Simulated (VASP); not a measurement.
Set up this calculation in VASP 6.6.1, as the native input.

- Task: single point
- Functional: r2SCAN
- Potentials or basis: VASP PAW PBE potentials, release 64 (Pb_d, S)
- Cutoff: 550 eV
- k mesh: 7 × 7 × 7
- Occupations: fermi-dirac, width 0.05 eV
- Spin: no spin polarisation
- Dipole correction: no
- Further INCAR settings: ALGO = Normal; EDIFF = 1e-06; NBANDS = 17

PbS:

```
Pb S
1.0
     3.70174    0.00000    0.00000
     0.00000    3.70174    0.00000
     0.00000    0.00000    3.70174
Pb S
1 1
Direct
  0.00000 0.00000 0.00000
  0.50000 0.50000 0.50000
```

The input as run:

POSCAR

```
PbS
1.0
    3.7017389742      0.0000000000      0.0000000000
    0.0000000000      3.7017389742      0.0000000000
    0.0000000000      0.0000000000      3.7017389742
Pb S
1 1
Direct
    0.0000000000      0.0000000000      0.0000000000
    0.5000000000      0.5000000000      0.5000000000
```

INCAR.step1

```
  ALGO = Normal
  EDIFF = 1E-5
  ENCUT = 550
  GGA = PE
  GGA_COMPAT = F
  ISMEAR = -1
  LASPH = T
  LCHARG = F
  LREAL = F
  LWAVE = T
  NBANDS = 17
  NELM = 120
  PREC = Accurate
  SIGMA = 0.05
```

INCAR.step2

```
  ALGO = Normal
  EDIFF = 1E-6
  ENCUT = 550
  GGA_COMPAT = F
  ISIF = 2
  ISMEAR = -1
  ISTART = 1
  LASPH = T
  LCHARG = T
  LELF = T
  LMIXTAU = T
  LREAL = F
  LVHAR = T
  LWAVE = F
  METAGGA = R2SCAN
  NBANDS = 17
  NELM = 120
  PREC = Accurate
  SIGMA = 0.05
```

KPOINTS

```
k-points
0
Gamma
  7 7 7
```

Potentials or basis: VASP PAW PBE potentials, release 64 (Pb_d, S).

Launch:

```console
$ cat potpaw_PBE.64/Pb_d/POTCAR potpaw_PBE.64/S/POTCAR > POTCAR
$ cp INCAR.step1 INCAR
$ mpirun -np 1 vasp_std > vasp.out
$ cp INCAR.step2 INCAR
$ mpirun -np 1 vasp_std > vasp.out
```

It gave:

| Item | Value |
| --- | --- |
| Pressure | -2.9 GPa |
| Band gap on the k mesh | 0.43 eV, indirect (least direct gap 1.62 eV) |

Caveat: the PAW data sets were made with another functional, which shifts forces and pressure a little; spin-orbit coupling is left out, which moves the levels of the heavy elements.

Run time: 49 s on 1 thread of Intel Xeon 6975P-C (shared host), peak memory 0.17 GiB.
